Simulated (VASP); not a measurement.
Write the native input for VASP 6.6.1 that does the following.

```
Task                   : single point
Functional             : PBE
Potentials or basis    : VASP PAW PBE potentials, release 64 (Be, Te)
Cutoff                 : 520 eV
k mesh                 : 4 × 4 × 4
Occupations            : gaussian, width 0.2 eV
Spin                   : no spin polarisation
Dipole correction      : no
Further INCAR settings : ALGO = Normal; EDIFF = 1e-06; NBANDS = 23
```

The structure of BeTe2 lies in POSCAR:

```
BeTe2
1.0
   -2.3176975235      4.9304438017      3.3810958157
    2.3176975235     -4.9304438017      3.3810958157
    2.3176975235      4.9304438017     -3.3810958157
Be Te
2 4
Direct
    0.7500000000      0.7500000000      0.0000000000
    0.2500000000      0.2500000000      0.0000000000
    0.3846701010      0.8030996128      0.1877697138
    0.8846701010      0.6969003872      0.5815704882
    0.1153298990      0.3030996128      0.4184295118
    0.6153298990      0.1969003872      0.8122302862
```

These files were run (other wordings do the same):

INCAR

```
SYSTEM = BeTe2
PREC     = Accurate       ! precision mode
ENCUT    = 520            ! plane-wave cutoff, eV
EDIFF    = 1E-6           ! SCF threshold, eV
ISMEAR   = 0              ! smearing method
SIGMA    = 0.2            ! smearing width, eV
LREAL    = .FALSE.        ! projectors in reciprocal space
LASPH    = .TRUE.         ! aspherical terms in the spheres
NELM     = 60             ! most SCF steps
ALGO     = Normal         ! electronic algorithm
ISIF     = 2              ! what is computed and relaxed
LWAVE    = .FALSE.        ! write WAVECAR
LCHARG   = .FALSE.        ! write CHGCAR
GGA      = PE             ! functional
NBANDS   = 23             ! bands
```

KPOINTS

```
regular mesh
0
G
  4 4 4
  0 0 0
```

Potentials or basis: VASP PAW PBE potentials, release 64 (Be, Te).

Run with:

```bash
$ cat potpaw_PBE.64/Be/POTCAR potpaw_PBE.64/Te/POTCAR > POTCAR
$ mpirun -np 1 vasp_std > vasp.out
```

It gave:

| Property | Result |
| --- | --- |
| Pressure | 0.6 GPa |
| Largest force | 0.093 eV/Å |
| Band gap on the k mesh | 0.19 eV (least direct gap 0.63 eV) |

Caveat: spin-orbit coupling is left out, which moves the levels of the heavy elements.

It took 36 s on 1 thread of Intel(R) Xeon(R) 6975P-C (Granite Rapids), on a shared host, peak memory 0.32 GiB.
